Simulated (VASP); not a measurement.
# Si127O (a cell with a defect) in VASP: single point with PBEsol

Aim: the single point of Si127O (a cell with a defect) with PBEsol.

All numbers are computed with VASP 6.6.1; they aren't measurements. Logs are shortened: lines on timing, memory, paths and dates and some standing lists are left out, and cuts for length are marked.

## 1. The cell of the first run

The cell holds a defect, 128 atoms: a = 15.366 Å, b = 15.366 Å, c = 15.366 Å, α = 60.00°, β = 60.00°, γ = 60.00°.

## 2. Single point, PBEsol

INCAR reads:

```
SYSTEM = Si127O
PREC     = Accurate       ! precision mode
ENCUT    = 520            ! plane-wave cutoff, eV
EDIFF    = 1E-6           ! SCF threshold, eV
ISMEAR   = -1             ! smearing method
SIGMA    = 0.05           ! smearing width, eV
LREAL    = Auto         
LASPH    = .TRUE.         ! aspherical terms in the spheres
NELM     = 120            ! most SCF steps
ALGO     = Normal         ! electronic algorithm
ISIF     = 2              ! what is computed and relaxed
LWAVE    = .FALSE.        ! write WAVECAR
LCHARG   = .TRUE.         ! write CHGCAR
GGA      = PS             ! functional
LELF     = .TRUE.         ! ELF
LVHAR    = .TRUE.       
NBANDS   = 327            ! bands
ISYM     = -1           
GGA_COMPAT= .FALSE.      
KPAR     = 1
```

KPOINTS reads:

```
explicit points
1
Reciprocal
  0.25000000   0.25000000   0.25000000 1
```

POSCAR reads:

```
Si127O
1.0
    0.0000000000     10.8655790000     10.8655790000
   10.8655790000      0.0000000000     10.8655790000
   10.8655790000     10.8655790000      0.0000000000
Si O
127 1
Direct
    0.0003990000      0.9994110000      0.9998410000
    0.5013160000      0.9985930000      0.9989940000
    0.0012560000      0.4988010000      0.9999070000
    0.0012570000      0.9994710000      0.4992450000
    0.2499570000      0.2498570000      0.2502750000
    0.4999220000      0.4989700000      0.9998440000
[... 120 lines left out ...]
    0.5631190000      0.8122910000      0.8126710000
    0.4559240000      0.5441470000      0.5444200000
```

Potentials or basis: VASP PAW PBE potentials, release 64 (Si, O).

The run is started by

```bash
$ cat potpaw_PBE.64/Si/POTCAR potpaw_PBE.64/O/POTCAR > POTCAR
$ mpirun -np 4 vasp_std > vasp.out
```

OUTCAR:

```text
SYSTEM = Si127O
   PREC = Accurate
   ENCUT = 520
   EDIFF = 1E-6
   ISMEAR = -1
   LREAL = Auto
   LASPH = .TRUE.
   NELM = 120
   ISIF = 2
   GGA = PS
   ISYM = -1

 ion  position               nearest neighbor table
   1  0.000  0.999  1.000- 113 2.35  84 2.35  54 2.35  16 2.36
   2  0.501  0.999  0.999- 112 2.35  17 2.35  58 2.39  87 2.39
   3  0.001  0.499  1.000- 118 2.35  80 2.35  60 2.36  18 2.36
   4  0.001  0.999  0.499- 119 2.35  48 2.35  92 2.36  19 2.36
   5  0.250  0.250  0.250-  81 2.35  49 2.35 114 2.35  20 2.36
   6  0.500  0.499  1.000-  62 2.35  21 2.35  82 2.35 115 2.35
[... 47 lines left out ...]
  54  0.063  0.063  0.812-  72 2.35 105 2.35   1 2.35  38 2.36
  55  0.315  0.314  0.561-  73 2.35  11 2.35 106 2.36  39 2.36
  56  0.567  0.551  0.315-  74 2.33  40 2.33 107 2.38
  57  0.812  0.812  0.063-  68 2.35  97 2.35  12 2.35  41 2.36
  58  0.563  0.065  0.809-  75 2.35  42 2.35   2 2.39 108 2.40
  59  0.810  0.314  0.561-  43 2.35  13 2.35 109 2.36  69 2.36
  60  0.063  0.563  0.812- 110 2.35  77 2.35  44 2.35   3 2.36
  61  0.310  0.818  0.563- 100 2.34  78 2.35  45 2.35  14 2.36
  62  0.562  0.563  0.812-  79 2.35 111 2.35  46 2.35   6 2.35
[... 24 lines left out ...]
  87  0.563  0.808  0.065-  41 2.35  71 2.35   2 2.39 107 2.40
  88  0.313  0.063  0.812-  42 2.35  96 2.35  11 2.35  72 2.35
  89  0.567  0.315  0.551-  43 2.33  73 2.33 108 2.38
  90  0.810  0.561  0.314-  12 2.35  74 2.35 109 2.35  36 2.36
  91  0.812  0.063  0.812-  38 2.35  97 2.35  13 2.35  75 2.36
  92  0.063  0.812  0.563- 110 2.35  45 2.35  76 2.35   4 2.36
  93  0.310  0.563  0.818-  99 2.34  46 2.35  77 2.35  14 2.36
  94  0.562  0.812  0.563-  47 2.35 111 2.35  78 2.35   7 2.35
  95  0.814  0.562  0.810-  15 2.35  44 2.36 102 2.36  79 2.36
[... 30 lines left out ...]
 126  0.062  0.813  0.813-  14 2.35  38 2.35  68 2.35 110 2.35
 127  0.563  0.812  0.813-  15 2.35 111 2.35  42 2.36  71 2.36
 128  0.456  0.544  0.544- 122 1.70  27 1.70

IMPORTANT INFORMATION: All symmetrisations will be switched off!
NOSYMM: (Re-)initialisation of all symmetry stuff for point group C_1.

----------------------------------------------------------------------------------------

                                     Primitive cell

  volume of cell :    2565.5981

  direct lattice vectors                    reciprocal lattice vectors
     0.000000000 10.865579000 10.865579000    -0.046016876  0.046016876  0.046016876
    10.865579000  0.000000000 10.865579000     0.046016876 -0.046016876  0.046016876
    10.865579000 10.865579000  0.000000000     0.046016876  0.046016876 -0.046016876

  length of vectors
    15.366249185 15.366249185 15.366249185     0.079703567  0.079703567  0.079703567

  position of ions in fractional coordinates (direct lattice)
     0.000399000  0.999411000  0.999841000
     0.501316000  0.998593000  0.998994000
     0.001256000  0.498801000  0.999907000
     0.001257000  0.999471000  0.499245000
     0.249957000  0.249857000  0.250275000
     0.499922000  0.498970000  0.999844000
[... 120 lines left out ...]
     0.563119000  0.812291000  0.812671000
     0.455924000  0.544147000  0.544420000

  ion indices of the primitive-cell ions
   primitive index   ion index
                 1           1
                 2           2
                 3           3
                 4           4
                 5           5
                 6           6
[... 120 lines left out ...]
               127         127
               128         128

----------------------------------------------------------------------------------------

 KPOINTS: explicit points

Read explicit list of k-points.

 Found      1 k-points:
   k-points           NKPTS =      1   k-points in BZ     NKDIM =      1   number of bands    NBANDS=    328
   number of dos      NEDOS =    301   number of ions     NIONS =    128
   total plane-waves  NPLWV = ******
   dimension x,y,z NGX =   120 NGY =  120 NGZ =  120
   dimension x,y,z NGXF=   240 NGYF=  240 NGZF=  240
   ions per type =             127   1
   NGX,Y,Z   is equivalent  to a cutoff of  12.98, 12.98, 12.98 a.u.
   NGXF,Y,Z  is equivalent  to a cutoff of  25.97, 25.97, 25.97 a.u.
 SYSTEM =  Si127O
   PREC   = accura    normal or accurate (medium, high low for compatibility)
   ISTART =      0    job   : 0-new  1-cont  2-samecut
   ICHARG =      2    charge: 1-file 2-atom 10-const
   ISPIN  =      1    spin polarized calculation?
   LNONCOLLINEAR =      F non collinear calculations
   LSORBIT =      F    spin-orbit coupling
   LASPH  =      T    aspherical Exc in radial PAW
   ENCUT  =  520.0 eV  38.22 Ry    6.18 a.u.  28.57 28.57 28.57*2*pi/ulx,y,z
   NELM   =    120;   NELMIN=  2; NELMDL= -5     # of ELM steps
   EDIFF  = 0.1E-05   stopping-criterion for ELM
   LREAL  =      T    real-space projection
   EDIFFG = 0.1E-04   stopping-criterion for IOM
   NSW    =      0    number of steps for IOM
   IBRION =     -1    ionic relax: 0-MD 1-quasi-New 2-CG
   NFREE  =      0    steps in history (QN), initial steepest desc. (CG)
   ISIF   =      2    stress and relaxation
   ISYM   =     -1    0-nonsym 1-usesym 2-fastsym
   POTIM  = 0.5000    time-step for ionic-motion
   TEBEG  =    0.0;   TEEND  =   0.0 temperature during run
   PSTRESS=    0.0 pullay stress
   NELECT =     514.0000    total number of electrons
   NUPDOWN=      -1.0000    fix difference up-down
   EMIN   =  10.00;   EMAX   =-10.00  energy-range for DOS
   EFERMI =   0.00;   METHOD = LEGACY
   ISMEAR =    -1;   SIGMA  =   0.05  broadening in eV -4-tet -1-fermi 0-gaus
   EFERMI_NEDOS =   21; number of points for ismear=-14 and -15
   IALGO  =     38    algorithm
   IMIX   =      4    mixing-type and parameters
     AMIX     =   0.40;   BMIX     =  1.00
     AMIX_MAG =   1.60;   BMIX_MAG =  1.00
  volume/ion in A,a.u.               =      20.04       135.26
  Fermi-wavevector in a.u.,A,eV,Ry     =   0.957928  1.810222 12.485068  0.917627
  Thomas-Fermi vector in A             =   2.086990
   LORBIT       =      0    0 simple, 1 ext, 2 COOP (PROOUT), +10 PAW based schemes
   GGA     = PS    functional components
   LHFCALC =     F    Hartree Fock is set to
   AEXX    =    0.0000 exact exchange contribution
   IVDW    =     0    specifies the selected vdW correction
   LEPSILON=     F    determine dielectric tensor
   LRPA    =     F    only Hartree local field effects (RPA)
 non-spin polarized calculation
  energy-cutoff  :      520.00
  volume of cell :     2565.60
 maximum number of plane-waves:     69107
 NGX is ok and might be reduce to   120
   NGX = 57   NGY = 57   NGZ = 57

 number of electron     514.0000006 magnetization

 Free energy of the ion-electron system (eV)
  ---------------------------------------------------
  ext. energy  EPLUGINS =         0.00000000
  ---------------------------------------------------
  free energy    TOTEN  =      -730.26352999 eV

  energy without entropy =     -730.26009998  energy(sigma->0) =     -730.26181499

 E-fermi :   5.9617     XC(G=0):  -9.5290

 val. band max:        5.6362955657   @ k =   0.2500   0.2500   0.2500
 cond. band min:       6.2811884249   @ k =   0.2500   0.2500   0.2500
 fundamental gap:      0.6448928592
 Fermi energy:         5.9617324603

 k-point     1 :       0.2500    0.2500    0.2500
  band No.  band energies     occupation
      1     -14.4633      2.00000
      2      -6.1568      2.00000
      3      -5.7614      2.00000
      4      -5.5098      2.00000
      5      -5.5062      2.00000
      6      -5.4754      2.00000
[... 261 lines left out ...]
    268       6.8192      0.00000
    269       6.8773      0.00000
 [bands above 269 left out]

------------------------ aborting loop because EDIFF is reached ----------------------------------------

  FORCE on cell =-STRESS in cart. coord.  units (eV):
  Direction    XX          YY          ZZ          XY          YZ          ZX
  --------------------------------------------------------------------------------------
  -------------------------------------------------------------------------------------
  Total        8.9375109     -3.0432618     -3.0492727     -9.4071290    -10.5572507     -9.3306817
  in kB        5.5813409     -1.9004712     -1.9042249     -5.8746103     -6.5928440     -5.8268701
  external PRESSURE =       0.5922150 kB  Pullay stress =       0.0000000 kB

 VOLUME and BASIS-vectors are now :
 -----------------------------------------------------------------------------
  energy-cutoff  :      520.00
  volume of cell :     2565.60
      direct lattice vectors                 reciprocal lattice vectors
     0.000000000 10.865579000 10.865579000    -0.046016876  0.046016876  0.046016876
    10.865579000  0.000000000 10.865579000     0.046016876 -0.046016876  0.046016876
    10.865579000 10.865579000  0.000000000     0.046016876  0.046016876 -0.046016876

 POSITION                                       TOTAL-FORCE (eV/Angst)
 -----------------------------------------------------------------------------------
     21.72303     10.86819     10.86351         0.000922     -0.001380      0.002803
     21.70494     16.30174     16.29738        -0.001152      0.001149     -0.001147
     16.28433     10.87822      5.43341         0.001502     -0.002548      0.005049
     16.28442      5.43824     10.87349        -0.000783     -0.000092      0.002130
      5.43422      5.43531      5.43077        -0.004258     -0.001300      0.005640
     16.28548     16.29583     10.85354         0.002883     -0.000615      0.000100
[... 120 lines left out ...]
     17.65615     14.94875     14.94463        -0.003361      0.000597     -0.002296
     11.82791     10.86932     10.86635        -0.014410     -0.000087     -0.002513
 -----------------------------------------------------------------------------------
    total drift:                               -0.001190     -0.005740      0.004360

  FREE ENERGIE OF THE ION-ELECTRON SYSTEM (eV)
  ---------------------------------------------------
  free  energy   TOTEN  =      -730.2635299933 eV

  energy  without entropy=     -730.2600999774  energy(sigma->0) =     -730.26181499
```

Run time: 16 min. Hardware: 4 MPI ranks of Intel Xeon Platinum 8259CL at 2.50GHz (Skylake/Cascade Lake), shared host; peak memory 1.1 GiB.

Results:

```
Free energy            : -730.2635 eV
Pressure               : 0.1 GPa
Largest force          : 0.046 eV/Å
Band gap on the k mesh : 0.64 eV
```

Forces in eV/Å, atoms in the order of the input:
```
Si   0.001 -0.001  0.003
Si  -0.001  0.001 -0.001
Si   0.002 -0.003  0.005
Si  -0.001  0.000  0.002
Si  -0.004 -0.001  0.006
Si   0.003 -0.001  0.000
Si  -0.001  0.001 -0.001
Si   0.004  0.002  0.002
Si   0.009 -0.003 -0.002
Si  -0.004 -0.002  0.000
Si  -0.001 -0.004 -0.002
Si   0.001  0.005  0.005
Si   0.002  0.005  0.004
Si  -0.009 -0.001  0.003
Si   0.008  0.000  0.002
Si  -0.002  0.001 -0.003
Si  -0.001  0.002  0.000
Si   0.001 -0.004 -0.006
Si   0.003 -0.003 -0.007
Si   0.004 -0.003 -0.004
Si   0.002  0.001 -0.001
Si   0.004 -0.002  0.002
Si  -0.003 -0.001  0.000
Si  -0.010 -0.007 -0.011
Si   0.006 -0.001 -0.002
Si   0.006  0.001 -0.006
Si   0.011  0.022  0.023
Si  -0.002 -0.003 -0.003
Si  -0.002 -0.001 -0.001
Si   0.002  0.003  0.001
Si   0.000  0.000 -0.002
Si   0.001  0.001  0.003
Si   0.000  0.001  0.002
Si   0.000  0.000  0.003
Si   0.005  0.001  0.001
Si   0.002  0.009  0.008
Si   0.000 -0.002  0.001
Si  -0.002  0.000  0.005
Si   0.000  0.001 -0.001
Si  -0.002 -0.002  0.000
Si   0.005  0.001  0.005
Si   0.002 -0.002 -0.002
Si   0.008  0.003 -0.003
Si   0.003  0.000  0.004
Si  -0.001 -0.002 -0.003
Si  -0.002  0.007  0.006
Si   0.004  0.003 -0.001
Si   0.002  0.002 -0.006
Si  -0.003 -0.001 -0.004
Si   0.001  0.002 -0.002
Si  -0.005 -0.001 -0.002
Si  -0.001  0.000 -0.006
Si  -0.004  0.001  0.000
Si   0.001  0.001 -0.006
Si  -0.003  0.001 -0.004
Si   0.018  0.003  0.000
Si  -0.007 -0.004 -0.001
Si   0.000  0.004 -0.004
Si  -0.010 -0.002 -0.012
Si  -0.001  0.005 -0.011
Si   0.005 -0.003 -0.004
Si  -0.005  0.005 -0.002
Si  -0.001 -0.002 -0.003
Si   0.004  0.000  0.003
Si  -0.002  0.000  0.006
Si   0.004  0.002 -0.002
Si   0.002  0.001  0.002
Si   0.000  0.001  0.004
Si   0.000  0.005  0.010
Si   0.002 -0.002  0.001
Si   0.004 -0.003  0.002
Si  -0.003 -0.003  0.001
Si  -0.001  0.004 -0.004
Si   0.004  0.002  0.006
Si   0.004  0.001  0.005
Si   0.001  0.002  0.003
Si   0.000 -0.005  0.001
Si  -0.003  0.007  0.009
Si   0.007  0.000  0.000
Si   0.000  0.000 -0.002
Si   0.001 -0.003 -0.004
Si  -0.001 -0.001  0.003
Si  -0.002  0.000 -0.003
Si  -0.001 -0.003  0.000
Si   0.000 -0.003 -0.003
Si  -0.002 -0.003 -0.003
Si   0.004  0.004 -0.004
Si  -0.002  0.003 -0.004
Si   0.002 -0.006  0.012
Si  -0.011 -0.014 -0.002
Si  -0.005  0.002 -0.004
Si   0.000 -0.004  0.002
Si   0.005  0.001 -0.007
Si  -0.002 -0.006  0.005
Si  -0.004  0.000 -0.004
Si   0.004 -0.003  0.002
Si   0.006  0.001  0.004
Si  -0.001  0.001  0.006
Si  -0.002  0.003  0.003
Si  -0.005 -0.001  0.007
Si  -0.001 -0.001 -0.001
Si   0.001  0.000  0.004
Si   0.000  0.002  0.001
Si  -0.003  0.000  0.004
Si  -0.002  0.000  0.002
Si   0.003 -0.003 -0.003
Si  -0.023  0.002  0.005
Si  -0.008 -0.001  0.001
Si   0.006  0.023  0.021
Si   0.000 -0.001  0.005
Si   0.001 -0.001  0.000
Si  -0.001  0.002 -0.003
Si  -0.002 -0.001 -0.002
Si   0.006 -0.002 -0.002
Si   0.002  0.003 -0.002
Si   0.004  0.000  0.002
Si  -0.003 -0.001  0.002
Si   0.001  0.000 -0.004
Si   0.003 -0.002 -0.002
Si   0.001  0.000 -0.004
Si   0.000  0.000 -0.003
Si   0.005 -0.032 -0.032
Si   0.003  0.000 -0.004
Si   0.002 -0.001  0.001
Si  -0.013  0.005  0.007
Si   0.000 -0.002 -0.004
Si  -0.003  0.001 -0.002
O   -0.014  0.000 -0.003
```

Levels at points of the mesh, in eV from the valence-band top:
| k point | band 255 | band 256 | band 257 | band 258 | band 259 | band 260 |
| --- | --- | --- | --- | --- | --- | --- |
| (0.25, 0.25, 0.25) | -0.39 | -0.04 | 0.00 | 0.64 | 0.73 | 0.77 |

Caveat: semilocal functionals underestimate gaps, and a narrow one can read as zero; the PAW data sets were made with another functional, which shifts forces and pressure a little.
